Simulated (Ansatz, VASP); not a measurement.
**C in VASP and in Ansatz**

The input INCAR:

```
  PREC = Accurate
  ENCUT = 520
  EDIFF = 1E-6
  ISMEAR = 0
  SIGMA = 0.15
  LREAL = F
  LASPH = T
  NELM = 100
  ALGO = Normal
  ISIF = 2
  LWAVE = F
  LCHARG = F
  GGA = PE
  IVDW = 12
  NBANDS = 16
```

KPOINTS

```
regular mesh
0
Gamma
  18 12 10
```

POSCAR

```
C
1.0
   -2.4646600698      0.0000000000      0.0000000000
    0.0000000000      0.0000000000     -3.5719696368
    0.0000000000     -4.2689164642      0.0000000000
C
4
Direct
    0.5000000000      0.0000000000      0.1694776845
    0.0000000000      0.0000000000      0.6526115779
    0.0000000000      0.0000000000      0.3305223155
    0.5000000000      0.0000000000      0.8473884221
```

Input for Ansatz:

```yaml
crystal:
  lattice:
    - [-2.4646600698, 0.0, 0.0]
    - [0.0, 0.0, -3.5719696368]
    - [0.0, -4.2689164642, 0.0]
  atoms:
    - { symbol: C, position: [0.5, 0.0, 0.1694776845] }
    - { symbol: C, position: [0.0, 0.0, 0.6526115779] }
    - { symbol: C, position: [0.0, 0.0, 0.3305223155] }
    - { symbol: C, position: [0.5, 0.0, 0.8473884221] }
basis:
  ecutwfc: 520.0
kpoints:
  mp_grid: { grid: [18, 12, 10] }
hamiltonian:
  xc: pbe
  pseudopotentials: { kind: paw, azcp: { folder: soft_1 } }
  dispersion: d3bj
scf:
  occupations: { method: gaussian, width: 0.15 }
output:
  forces: true
  stress: true
  eigenvalues: true
```

Change from the starting cell: mode 8 frozen in at -0.036 Å and mode 12 at +0.024 Å (largest displacements).

Alike in both runs: task single point; functional PBE; dispersion D3(BJ); k mesh 18 × 12 × 10; occupations gaussian, width 0.15 eV; no spin polarisation.

|  | VASP | Ansatz |
| --- | --- | --- |
| version | VASP 6.6.1 | Ansatz 0.2.0 |
| potentials or method | VASP PAW PBE potentials, release 64 (C), cutoff 520 eV | scalar-relativistic, plane waves, PAW |
| valence electrons in the cell | 16 | 16 |

|  | VASP | Ansatz | Ansatz less VASP |
| --- | --- | --- | --- |
| gap on the k mesh at the Fermi level (eV) | none | none | - |
| pressure (GPa) | 2.4 | 2.0 | -0.39 |
| traceless stress, the component that is largest in VASP (GPa) | 4.89 | 4.58 | -0.313 |
| rms of the force components (eV/Å) | 2.200 | 2.197 | -0.0029 |

Atom by atom the forces differ by 0.004 eV/Å (rms over components). A gap of «none» marks a metal or a gap that the smearing closes.
